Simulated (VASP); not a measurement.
Write the native input for VASP 6.6.1 that does the following.

```
Task                   : relaxation of cell and atoms
Functional             : PBE
Potentials or basis    : VASP PAW PBE potentials, release 64 (Si, H, C)
Cutoff                 : 600 eV
k mesh                 : 18 × 18 × 16
Occupations            : gaussian, width 0.1 eV
Spin                   : no spin polarisation
Dipole correction      : no
Further INCAR settings : ALGO = Normal; EDIFF = 1e-06; IBRION = 2; EDIFFG = -0.01; NSW = 100; ISIF = 3
```

The structure of SiHC lies in POSCAR:

```
SiHC
1.0
    2.9226656257      0.0000000000      0.0000000000
   -1.4613328129      2.5311026786      0.0000000000
    0.0000000000      0.0000000000      2.8115095953
Si H C
1 1 1
Direct
    0.3333333333      0.6666666667      0.0000000000
    0.0000000000      0.0000000000      0.5000000000
    0.6666666667      0.3333333333      0.5000000000
```

These files were run (other wordings do the same):

INCAR

```
SYSTEM = SiHC
PREC = Accurate
ENCUT = 600
EDIFF = 1E-6
ISMEAR = 0
SIGMA = 0.1
LREAL = .False.
LASPH = .True.
NELM = 80
ALGO = Normal
ISIF = 3
LWAVE = .False.
LCHARG = .False.
GGA = PE
IBRION = 2
NSW = 100
EDIFFG = -0.01
```

KPOINTS

```
regular mesh
0
Gamma
  18 18 16
  0 0 0
```

Potentials or basis: VASP PAW PBE potentials, release 64 (Si, H, C).

Command:

```console
$ cat potpaw_PBE.64/Si/POTCAR potpaw_PBE.64/H/POTCAR potpaw_PBE.64/C/POTCAR > POTCAR
$ mpirun -np 1 vasp_std > vasp.out
```

Results of the run:

| Property | Result |
| --- | --- |
| Relaxed volume | 6.93 Å³/atom |
| Relaxed cell | a = 2.895 Å, b = 2.895 Å, c = 2.864 Å, α = 90.00°, β = 90.00°, γ = 120.00° |
| Space group after relaxing (to 0.05 Å) | P-6m2 (No. 187) |
| Energy gained by relaxing | 5.2 meV/atom |
| Ionic steps | 3 |
| Pressure after relaxing | -0.1 GPa |

Wall time 34 s on 1 thread of Intel(R) Xeon(R) 6975P-C (Granite Rapids) (shared host), peak memory 0.2 GiB.
